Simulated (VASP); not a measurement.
Input of a VASP 6.6.1 run:

Contents of INCAR:

```
SYSTEM = InAs
PREC     = Accurate       ! precision mode
ENCUT    = 520            ! plane-wave cutoff, eV
EDIFF    = 1E-7           ! SCF threshold, eV
ISMEAR   = 0              ! smearing method
SIGMA    = 0.15           ! smearing width, eV
LREAL    = .FALSE.        ! projectors in reciprocal space
LASPH    = .TRUE.         ! aspherical terms in the spheres
NELM     = 60             ! most SCF steps
ALGO     = Normal         ! electronic algorithm
ISIF     = 2              ! what is computed and relaxed
LWAVE    = .FALSE.        ! write WAVECAR
LCHARG   = .FALSE.        ! write CHGCAR
GGA      = PS             ! functional
NBANDS   = 16             ! bands
```

Contents of KPOINTS:

```
regular mesh
0
G
  18 18 18
  0 0 0
```

File POSCAR:

```
InAs
1.0
    0.0000000000      2.9524209728      3.0893889560
    2.9524209728      0.0000000000      3.0893889560
    2.9524209728      2.9524209728      0.0000000000
In As
1 1
Direct
    0.0000000000      0.0000000000      0.0000000000
    0.7500000000      0.7500000000      0.7500000000
```

Potentials or basis: VASP PAW PBE potentials, release 64 (In_d, As).

Launch:

```console
$ cat potpaw_PBE.64/In_d/POTCAR potpaw_PBE.64/As/POTCAR > POTCAR
$ mpirun -np 1 vasp_std > vasp.out
```

(1) What does it give for the band gap on the k mesh?

(2) Estimate the pressure.

Results:

(1) zero (filled and empty bands touch).

(2) 2.9 GPa.

Caveat: the cell differs from its parent crystal (strain -0.030 along x and y, +0.015 along z); semilocal functionals underestimate gaps, and a narrow one can read as zero; the PAW data sets were made with another functional, which shifts forces and pressure a little; spin-orbit coupling is left out, which moves the levels of the heavy elements.
